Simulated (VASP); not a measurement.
Input of a VASP 6.6.1 run:

The input POSCAR:

```
NaF
1.0
    0.0000000000      2.4088877442      2.4088877442
    2.4088877442      0.0000000000      2.4088877442
    2.4088877442      2.4088877442      0.0000000000
Na F
1 1
Direct
    0.0000000000      0.0000000000      0.0000000000
    0.5000000000      0.5000000000      0.5000000000
```

File INCAR.step1:

```
PREC = Accurate
ENCUT = 970
ISMEAR = 0
SIGMA = 0.01
LREAL = F
LASPH = T
NELM = 120
NBANDS = 15
GGA = PE
ALGO = Normal
EDIFF = 1E-5
LWAVE = T
LCHARG = F
GGA_COMPAT = F
```

INCAR.step2

```
PREC = Accurate
ENCUT = 970
EDIFF = 1E-6
ISMEAR = 0
SIGMA = 0.01
LREAL = F
LASPH = T
NELM = 120
ALGO = Normal
ISIF = 2
LWAVE = F
LCHARG = F
METAGGA = R2SCAN
LMIXTAU = T
NBANDS = 15
ISTART = 1
GGA_COMPAT = F
```

KPOINTS

```
Automatic mesh
0
Gamma
  10 10 10
```

Potentials or basis: VASP PAW PBE potentials, release 64 (Na_sv, F).

Command:

```bash
$ cat potpaw_PBE.64/Na_sv/POTCAR potpaw_PBE.64/F/POTCAR > POTCAR
$ cp INCAR.step1 INCAR
$ mpirun -np 1 vasp_std > vasp.out
$ cp INCAR.step2 INCAR
$ mpirun -np 1 vasp_std > vasp.out
```

(1) Estimate the band gap on the k mesh.

(2) Estimate the pressure.

Answers

(1) 6.52 eV.

(2) -6.1 GPa.

Caveat: the cell differs from its parent crystal (strain +4.9%); the cell stands under tension; the PAW data sets were made with another functional, which shifts forces and pressure a little.
